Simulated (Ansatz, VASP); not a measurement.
**Two plane-wave programs on WSe2**

```
W Se
1.0
     3.31494    0.00000    0.00000
    -1.65747    2.87082    0.00000
     0.00000    0.00000   13.71341
W Se
2 4
Direct
  0.33333 0.66667 0.25000
  0.66667 0.33333 0.75000
  0.33333 0.66667 0.62886
  0.66667 0.33333 0.12886
  0.33333 0.66667 0.87114
  0.66667 0.33333 0.37114
```

Alike in both runs: functional r2SCAN; k mesh 12 × 12 × 2; occupations fermi-dirac, width 0.02 eV; no spin polarisation.

Ansatz relaxed the structure, and its values are those at the end. VASP's run is a single point on that final structure, the one shown.

|  | VASP | Ansatz |
| --- | --- | --- |
| version | VASP 6.6.1 | Ansatz 0.2.0 |
| potentials or method | VASP PAW PBE potentials, release 64 (W_sv, Se), cutoff 520 eV | PAW plane waves |
| valence electrons in the cell | 52 | 92 |

Ansatz gave:

| Quantity | Value |
| --- | --- |
| gap on the k mesh at the Fermi level (eV) | 1.35 |
| pressure (GPa) | 0.0 |
| rms of the force components (eV/Å) | 0.001 |

**Question.** What did VASP give for the same quantities?

**Answer.** gap on the k mesh at the Fermi level (eV): 1.34; pressure (GPa): 0.4; rms of the force components (eV/Å): 0.024.

VASP's potentials were made for PBE, not for r2SCAN. VASP's potentials hold 52 valence electrons a cell and Ansatz's 92, so a difference there can come from the potentials and not from the codes.

Neither program's run includes spin-orbit coupling.
